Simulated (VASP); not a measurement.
# Be2Hg (I4/mmm) in VASP: relaxation of cell and atoms with PBE

Aim: the relaxation of cell and atoms of Be2Hg with PBE.

Everything below comes from runs of VASP 6.6.1. Logs are shortened: lines on timing, memory, paths and dates and some standing lists are left out, and cuts for length are marked.

### Step 1. The cell of the first run

The structure is tetragonal, space group I4/mmm (No. 139). The conventional cell has a = 3.283 Å, b = 3.283 Å, c = 7.013 Å, α = 90.00°, β = 90.00°, γ = 90.00°. Within 3.1 Å of Be (site symmetry 4mm) lie 5 Be at 2.33 to 2.60 Å and 5 Hg at 2.34 to 2.60 Å. Hg (site symmetry 4/mmm) has 10 Be at 2.34 to 2.60 Å within 3.1 Å.

### Step 2. Relaxation of cell and atoms, PBE

Input file INCAR:

```
  PREC = Accurate
  ENCUT = 600
  EDIFF = 1E-6
  ISMEAR = 0
  SIGMA = 0.1
  LREAL = False
  LASPH = True
  NELM = 100
  ALGO = Fast
  ISIF = 3
  LWAVE = False
  LCHARG = False
  GGA = PE
  IBRION = 2
  NSW = 100
  EDIFFG = -0.005
```

Input file KPOINTS:

```
regular mesh
0
Gamma
  18 18 18
```

Input file POSCAR:

```
Be2Hg
1.0
   -1.6416597936      1.6416597936      3.5062518777
    1.6416597936     -1.6416597936      3.5062518777
    1.6416597936      1.6416597936     -3.5062518777
Be Hg
2 1
Direct
    0.3342101100      0.3342101100      0.0000000000
    0.6657898900      0.6657898900      0.0000000000
    0.0000000000      0.0000000000      0.0000000000
```

Potentials or basis: VASP PAW PBE potentials, release 64 (Be, Hg).

Run with:

```
> cat potpaw_PBE.64/Be/POTCAR potpaw_PBE.64/Hg/POTCAR > POTCAR
> mpirun -np 1 vasp_std > vasp.out
```

OUTCAR:

```text
PREC = Accurate
   ENCUT = 600
   EDIFF = 1E-6
   ISMEAR = 0
   LREAL = False
   LASPH = True
   NELM = 100
   ISIF = 3
   GGA = PE
   IBRION = 2
   NSW = 100
   EDIFFG = -0.005

 ion  position               nearest neighbor table
   1  0.334  0.334  0.000-   2 2.33   3 2.34   3 2.60   3 2.60   3 2.60   3 2.60
   2  0.666  0.666  0.000-   1 2.33   3 2.34   3 2.60   3 2.60   3 2.60   3 2.60
   3  0.000  0.000  0.000-   1 2.34   2 2.34   1 2.60   2 2.60   2 2.60   2 2.60   2 2.60   1 2.60
                             1 2.60   1 2.60

  LATTYP: Found a body centered tetragonal cell.
 ALAT       =     3.2833195872
 C/A-ratio  =     2.1357968876

  Lattice vectors:

 A1 = (  -1.6416597936,   1.6416597936,   3.5062518777)
 A2 = (   1.6416597936,  -1.6416597936,   3.5062518777)
 A3 = (   1.6416597936,   1.6416597936,  -3.5062518777)

Analysis of symmetry for initial positions (statically):
=====================================================================
 Subroutine PRICEL returns:
 Original cell was already a primitive cell.

 Routine SETGRP: Setting up the symmetry group for a
 body centered tetragonal supercell.

 Subroutine GETGRP returns: Found 16 space group operations
 (whereof 16 operations were pure point group operations)
 out of a pool of 16 trial point group operations.

The static configuration has the point symmetry D_4h.

Analysis of symmetry for dynamics (positions and initial velocities):
=====================================================================
 Subroutine PRICEL returns:
 Original cell was already a primitive cell.

 Routine SETGRP: Setting up the symmetry group for a
 body centered tetragonal supercell.

 Subroutine GETGRP returns: Found 16 space group operations
 (whereof 16 operations were pure point group operations)
 out of a pool of 16 trial point group operations.

The dynamic configuration has the point symmetry D_4h.

 Subroutine INISYM returns: Found 16 space group operations
 (whereof 16 operations are pure point group operations),
 and found     1 'primitive' translations

----------------------------------------------------------------------------------------

                                     Primitive cell

  volume of cell :      37.7981

  direct lattice vectors                    reciprocal lattice vectors
    -1.641659794  1.641659794  3.506251878     0.000000000  0.304569803  0.142602419
     1.641659794 -1.641659794  3.506251878     0.304569803  0.000000000  0.142602419
     1.641659794  1.641659794 -3.506251878     0.304569803  0.304569803  0.000000000

  length of vectors
     4.205222466  4.205222466  4.205222466     0.336300780  0.336300780  0.430726746

  position of ions in fractional coordinates (direct lattice)
     0.334210110  0.334210110  0.000000000
     0.665789890  0.665789890  0.000000000
     0.000000000  0.000000000  0.000000000

  ion indices of the primitive-cell ions
   primitive index   ion index
                 1           1
                 2           2
                 3           3

----------------------------------------------------------------------------------------

 KPOINTS: regular mesh

Automatic generation of k-mesh.
 Grid dimensions read from file:
 generate k-points for:   18   18   18

 Generating k-lattice:

  Cartesian coordinates                     Fractional coordinates (reciprocal lattice)
     0.000000000  0.016920545  0.007922357     0.055555556  0.000000000  0.000000000
     0.016920545  0.000000000  0.007922357     0.000000000  0.055555556  0.000000000
     0.016920545  0.016920545  0.000000000     0.000000000  0.000000000  0.055555556

  Length of vectors
     0.018683377  0.018683377  0.023929264

  Shift w.r.t. Gamma in fractional coordinates (k-lattice)
     0.000000000  0.000000000  0.000000000

 Subroutine IBZKPT returns following result:
 ===========================================

 Found    480 irreducible k-points:

 Following reciprocal coordinates:
            Coordinates               Weight
  0.000000  0.000000  0.000000      1.000000
  0.055556  0.000000 -0.000000      8.000000
  0.111111  0.000000 -0.000000      8.000000
  0.166667  0.000000 -0.000000      8.000000
  0.222222  0.000000 -0.000000      8.000000
  0.277778  0.000000  0.000000      8.000000
[... 16 lines left out ...]
 -0.277778  0.055556  0.000000     16.000000
 -0.222222  0.055556  0.000000     16.000000
 [... further k-points ...]
   k-points           NKPTS =    480   k-points in BZ     NKDIM =    480   number of bands    NBANDS=     12
   number of dos      NEDOS =    301   number of ions     NIONS =      3
   total plane-waves  NPLWV =  46656
   dimension x,y,z NGX =    36 NGY =   36 NGZ =   36
   dimension x,y,z NGXF=    72 NGYF=   72 NGZF=   72
   ions per type =               2   1
   NGX,Y,Z   is equivalent  to a cutoff of  14.23, 14.23, 14.23 a.u.
   NGXF,Y,Z  is equivalent  to a cutoff of  28.46, 28.46, 28.46 a.u.
 SYSTEM =  unknown system
   PREC   = accura    normal or accurate (medium, high low for compatibility)
   ISTART =      0    job   : 0-new  1-cont  2-samecut
   ICHARG =      2    charge: 1-file 2-atom 10-const
   ISPIN  =      1    spin polarized calculation?
   LNONCOLLINEAR =      F non collinear calculations
   LSORBIT =      F    spin-orbit coupling
   LASPH  =      T    aspherical Exc in radial PAW
   ENCUT  =  600.0 eV  44.10 Ry    6.64 a.u.   8.40  8.40  8.40*2*pi/ulx,y,z
   NELM   =    100;   NELMIN=  2; NELMDL= -5     # of ELM steps
   EDIFF  = 0.1E-05   stopping-criterion for ELM
   LREAL  =      F    real-space projection
   EDIFFG = -.5E-02   stopping-criterion for IOM
   NSW    =    100    number of steps for IOM
   IBRION =      2    ionic relax: 0-MD 1-quasi-New 2-CG
   NFREE  =      1    steps in history (QN), initial steepest desc. (CG)
   ISIF   =      3    stress and relaxation
   ISYM   =      2    0-nonsym 1-usesym 2-fastsym
   POTIM  = 0.5000    time-step for ionic-motion
   TEBEG  =    0.0;   TEEND  =   0.0 temperature during run
   PSTRESS=    0.0 pullay stress
   NELECT =      16.0000    total number of electrons
   NUPDOWN=      -1.0000    fix difference up-down
   EMIN   =  10.00;   EMAX   =-10.00  energy-range for DOS
   EFERMI =   0.00;   METHOD = LEGACY
   ISMEAR =     0;   SIGMA  =   0.10  broadening in eV -4-tet -1-fermi 0-gaus
   EFERMI_NEDOS =   21; number of points for ismear=-14 and -15
   IALGO  =     68    algorithm
   IMIX   =      4    mixing-type and parameters
     AMIX     =   0.40;   BMIX     =  1.00
     AMIX_MAG =   1.60;   BMIX_MAG =  1.00
  volume/ion in A,a.u.               =      12.60        85.02
  Fermi-wavevector in a.u.,A,eV,Ry     =   1.229207  2.322864 20.557720  1.510950
  Thomas-Fermi vector in A             =   2.364103
   LORBIT       =      0    0 simple, 1 ext, 2 COOP (PROOUT), +10 PAW based schemes
   GGA     = PE    functional components
   LHFCALC =     F    Hartree Fock is set to
   AEXX    =    0.0000 exact exchange contribution
   IVDW    =     0    specifies the selected vdW correction
   LEPSILON=     F    determine dielectric tensor
   LRPA    =     F    only Hartree local field effects (RPA)
 conjugate gradient relaxation of ions
 non-spin polarized calculation
 RMM-DIIS sequential band-by-band and
 Gauss-broadening in eV      SIGMA  =   0.10
  energy-cutoff  :      600.00
  volume of cell :       37.80
 maximum number of plane-waves:      1307
 NGX is ok and might be reduce to    36
   NGX = 17   NGY = 17   NGZ = 17

--------------------------------------- Ionic step        1  -------------------------------------------

 number of electron      16.0000000 magnetization

 Free energy of the ion-electron system (eV)
  ---------------------------------------------------
  ext. energy  EPLUGINS =         0.00000000
  ---------------------------------------------------
  free energy    TOTEN  =        -6.13559941 eV

  energy without entropy =       -6.13112268  energy(sigma->0) =       -6.13336104

------------------------ aborting loop because EDIFF is reached ----------------------------------------

  FORCE on cell =-STRESS in cart. coord.  units (eV):
  Direction    XX          YY          ZZ          XY          YZ          ZX
  --------------------------------------------------------------------------------------
  -------------------------------------------------------------------------------------
  Total        0.5795152      0.5795152      3.8896769      0.0000000     -0.0000000      0.0000000
  in kB       24.5643907     24.5643907    164.8749536      0.0000000     -0.0000000      0.0000000
  external PRESSURE =      71.3345783 kB  Pullay stress =       0.0000000 kB
[... 92 lines left out ...]
  FREE ENERGIE OF THE ION-ELECTRON SYSTEM (eV)
  ---------------------------------------------------
  free  energy   TOTEN  =        -6.2275436659 eV

  energy  without entropy=       -6.2233467673  energy(sigma->0) =       -6.22544522

[... ionic steps 4 to 13 ...]

--------------------------------------- Ionic step       14  -------------------------------------------

 number of electron      16.0000001 magnetization

------------------------ aborting loop because EDIFF is reached ----------------------------------------

  FORCE on cell =-STRESS in cart. coord.  units (eV):
  Direction    XX          YY          ZZ          XY          YZ          ZX
  --------------------------------------------------------------------------------------
  -------------------------------------------------------------------------------------
  Total        0.0232705      0.0232705      0.0079095      0.0000000      0.0000000      0.0000000
  in kB        0.9479372      0.9479372      0.3221974      0.0000000      0.0000000      0.0000000
  external PRESSURE =       0.7393573 kB  Pullay stress =       0.0000000 kB
[... 59 lines left out ...]
  energy  without entropy=       -6.2455721025  energy(sigma->0) =       -6.24698984

--------------------------------------- Ionic step       16  -------------------------------------------

 number of electron      16.0000001 magnetization

 Free energy of the ion-electron system (eV)
  ---------------------------------------------------
  ext. energy  EPLUGINS =         0.00000000
  ---------------------------------------------------
  free energy    TOTEN  =        -6.24841681 eV

  energy without entropy =       -6.24558439  energy(sigma->0) =       -6.24700060

 E-fermi :   5.3482     XC(G=0): -10.9323

 val. band max:        5.3479320870   @ k =   0.5000   0.2778   0.1111
 cond. band min:       5.3549062337   @ k =  -0.3333  -0.4444   0.0556
 fundamental gap:      0.0069741467
 Fermi energy:         5.3481565684

 k-point     1 :       0.0000    0.0000    0.0000
  band No.  band energies     occupation
      1      -5.6423      2.00000
      2      -3.7617      2.00000
      3      -3.4896      2.00000
      4      -2.7585      2.00000
      5      -2.7585      2.00000
      6      -2.3239      2.00000
      7       4.9833      2.00000
      8       6.5050      0.00000
      9       9.3922      0.00000
     10       9.3922      0.00000
     11      10.0626      0.00000
     12      10.0626      0.00000
[... 331 lines left out ...]
 k-point    24 :      -0.2222    0.0556    0.0000
  band No.  band energies     occupation
      1      -4.8668      2.00000
      2      -3.5556      2.00000
      3      -3.1332      2.00000
      4      -3.0378      2.00000
      5      -2.6941      2.00000
      6      -2.5881      2.00000
      7       4.0489      2.00000
      8       5.3996      0.46648
      9       8.0440      0.00000
     10       8.5808      0.00000
     11       9.2437      0.00000
     12      11.1892      0.00000

 [... further k-points ...]

------------------------ aborting loop because EDIFF is reached ----------------------------------------

  FORCE on cell =-STRESS in cart. coord.  units (eV):
  Direction    XX          YY          ZZ          XY          YZ          ZX
  --------------------------------------------------------------------------------------
  -------------------------------------------------------------------------------------
  Total       -0.0078535     -0.0078535     -0.0109668      0.0000000      0.0000000      0.0000000
  in kB       -0.3195593     -0.3195593     -0.4462402      0.0000000      0.0000000      0.0000000
  external PRESSURE =      -0.3617862 kB  Pullay stress =       0.0000000 kB
[... 18 lines left out ...]
  FREE ENERGIE OF THE ION-ELECTRON SYSTEM (eV)
  ---------------------------------------------------
  free  energy   TOTEN  =        -6.2484168102 eV

  energy  without entropy=       -6.2455843918  energy(sigma->0) =       -6.24700060

 reached required accuracy - stopping structural energy minimisation
```

It took 17 min on 1 thread of Intel Xeon 6975P-C (Granite Rapids), shared host; peak memory 0.49 GiB.

What came out:

| Property | Result |
| --- | --- |
| Free energy | -6.2484 eV |
| Relaxed volume | 13.13 Å³/atom |
| Relaxed cell | a = 4.399 Å, b = 4.399 Å, c = 4.399 Å, α = 136.82°, β = 136.82°, γ = 62.71° |
| Space group after relaxing (to 0.1 Å) | I4/mmm (No. 139) |
| Energy gained by relaxing | 37.6 meV/atom |
| Ionic steps | 16 |
| Pressure after relaxing | 0.0 GPa |
| Band gap on the k mesh | zero (bands 8 and 9 overlap by 3.66 eV) |

The path:
```
step  energy change (eV)  largest force (eV/Å)  pressure (GPa)  volume (Å³)
   1              0.0000                0.1892            7.13        37.80
   2             -0.0851                0.1932           -2.83        40.91
   3             -0.0919                0.1352           -0.82        40.17
   4             -0.0920                0.1403           -1.02        40.22
   5             -0.0990                0.1516           -0.49        39.87
   6             -0.1038                0.1888            0.18        39.44
   7             -0.0995                0.2181            1.93        38.56
   8             -0.1051                0.2054            0.54        39.20
   9             -0.1106                0.1188            0.12        39.32
  10             -0.1124                0.0451           -0.21        39.41
  11             -0.1124                0.0314           -0.25        39.43
  12             -0.1126                0.0178            0.29        39.26
  13             -0.1128                0.0025            0.09        39.33
  14             -0.1128                0.0030            0.07        39.33
  15             -0.1128                0.0036            0.07        39.33
  16             -0.1128                0.0002           -0.04        39.38
```

Final structure:
```
CELL_PARAMETERS angstrom
-1.61868 1.61868 3.75699
1.61868 -1.61868 3.75699
1.61868 1.61868 -3.75699
ATOMIC_POSITIONS crystal
Be 0.32794 0.32794 0.00000
Be 0.67206 0.67206 0.00000
Hg 0.00000 0.00000 0.00000
```

Levels at points of the mesh, in eV from the Fermi level:
```tsv
k point	band 5	band 6	band 7	band 8	band 9	band 10	band 11	band 12
(0.00, 0.00, 0.00)	-8.11	-7.67	-0.36	1.16	4.04	4.04	4.71	4.71
(0.50, 0.00, 0.00)	-7.85	-6.01	-5.70	-2.71	1.91	5.25	5.79	8.02
(0.50, 0.50, 0.00)	-7.08	-4.21	-2.69	-0.93	-0.63	0.24	1.16	6.00
(0.50, 0.50, 0.50)	-7.80	-7.66	-7.34	0.98	0.98	6.47	7.56	8.00
```

Caveat: spin-orbit coupling is left out, which moves the levels of the heavy elements.
